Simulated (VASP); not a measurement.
CoGe2Ru: single point with PBE

Crystal: CoGe2Ru.

```
CELL_PARAMETERS angstrom
1.88611 -6.25819 0.00000
1.88611 6.25819 0.00000
0.00000 0.00000 4.98478
ATOMIC_POSITIONS crystal
Co 0.00000 0.00000 0.00000
Co 0.00000 0.00000 0.50000
Ge 0.16545 0.83455 0.75000
Ge 0.83455 0.16545 0.25000
Ge 0.43948 0.56052 0.75000
Ge 0.56052 0.43948 0.25000
Ru 0.19325 0.80675 0.25000
Ru 0.80675 0.19325 0.75000
```

```json
{
  "Program": "VASP 6.6.1",
  "Task": "single point",
  "Functional": "PBE",
  "Potentials or basis": "VASP PAW PBE potentials, release 64 (Co, Ge_d, Ru_pv)",
  "Cutoff": "520 eV",
  "k mesh": "10 × 10 × 8",
  "Occupations": "gaussian, width 0.1 eV",
  "Spin": "no spin polarisation",
  "Dipole correction": "no",
  "Further INCAR settings": "ALGO = Fast; EDIFF = 1e-06; NBANDS = 61"
}
```

```json
{
 "Pressure": "0.0 GPa",
 "Largest force": "0.011 eV/Å",
 "Band gap on the k mesh": "zero (bands 51 and 52 overlap by 1.36 eV)"
}
```

Forces on the atoms (eV/Å):
```
Co   0.000  0.000  0.000
Co   0.000  0.000  0.000
Ge   0.000  0.011  0.000
Ge   0.000 -0.011  0.000
Ge   0.000 -0.002  0.000
Ge   0.000  0.002  0.000
Ru   0.000 -0.004  0.000
Ru   0.000  0.004  0.000
```

Levels at points of the mesh, in eV from the Fermi level:
| k point | band 47 | band 48 | band 49 | band 50 | band 51 | band 52 | band 53 | band 54 | band 55 | band 56 |
| --- | --- | --- | --- | --- | --- | --- | --- | --- | --- | --- |
| (0.00, 0.00, 0.00) | -0.74 | -0.65 | -0.62 | -0.60 | 0.59 | 0.97 | 1.82 | 1.88 | 1.99 | 2.06 |
| (0.50, 0.00, 0.00) | -1.09 | -0.93 | -0.81 | -0.76 | -0.72 | -0.55 | 0.20 | 0.74 | 0.83 | 1.22 |
| (0.50, 0.50, 0.00) | -0.96 | -0.90 | -0.75 | -0.63 | -0.40 | 0.11 | 1.49 | 1.52 | 1.81 | 2.73 |
| (0.00, 0.00, 0.50) | -0.88 | -0.88 | -0.64 | -0.64 | 0.75 | 0.75 | 2.66 | 2.66 | 2.74 | 2.74 |
| (0.50, 0.00, 0.50) | -1.07 | -1.07 | -0.71 | -0.71 | -0.60 | -0.60 | 0.49 | 0.49 | 1.45 | 1.45 |
| (0.50, 0.50, 0.50) | -1.22 | -1.22 | -1.06 | -1.06 | 0.72 | 0.72 | 1.96 | 1.96 | 2.24 | 2.24 |

Wall time 63 min on 1 thread of Oxide Virtual Turin-like Processor (shared host), peak memory 0.94 GiB.

Caveat: the run has no spin polarisation, though such a crystal can be magnetic. Spin polarisation is off, so any magnetic state and its effect on volume and gap are missing.
